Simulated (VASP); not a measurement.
Input of a VASP 6.6.1 run:

INCAR

```
  ALGO = Normal
  EDIFF = 1E-7
  EDIFFG = -0.04
  ENCUT = 600
  GGA = PE
  IBRION = 2
  ISIF = 3
  ISMEAR = 0
  LASPH = T
  LCHARG = F
  LREAL = F
  LWAVE = F
  NELM = 100
  NSW = 90
  PREC = Accurate
  SIGMA = 0.1
```

Contents of KPOINTS:

```
k-points
0
Gamma
  6 6 4
```

Contents of POSCAR:

```
KBr
1.0
    4.0853642600      0.0000000000      0.0000000000
   -2.0426821300      3.5380292300      0.0000000000
    0.0000000000      0.0000000000      5.9307425600
K Br
1 1
Direct
    0.0000000000      0.0000000000      0.5000000000
    0.0000000000      0.0000000000      0.0000000000
```

Potentials or basis: VASP PAW PBE potentials, release 64 (K_sv, Br).

Run with:

```sh
$ cat potpaw_PBE.64/K_sv/POTCAR potpaw_PBE.64/Br/POTCAR > POTCAR
$ mpirun -np 1 vasp_std > vasp.out
```

(1) Estimate the space group after relaxing (to 0.1 Å).

(2) What does it give for the relaxed cell?

(3) Predict the band gap on the k mesh.

## Answers

(1) P6/mmm (No. 191).

(2) a = 6.684 Å, b = 6.684 Å, c = 6.021 Å, α = 90.00°, β = 90.00°, γ = 120.00°.

(3) 3.49 eV.
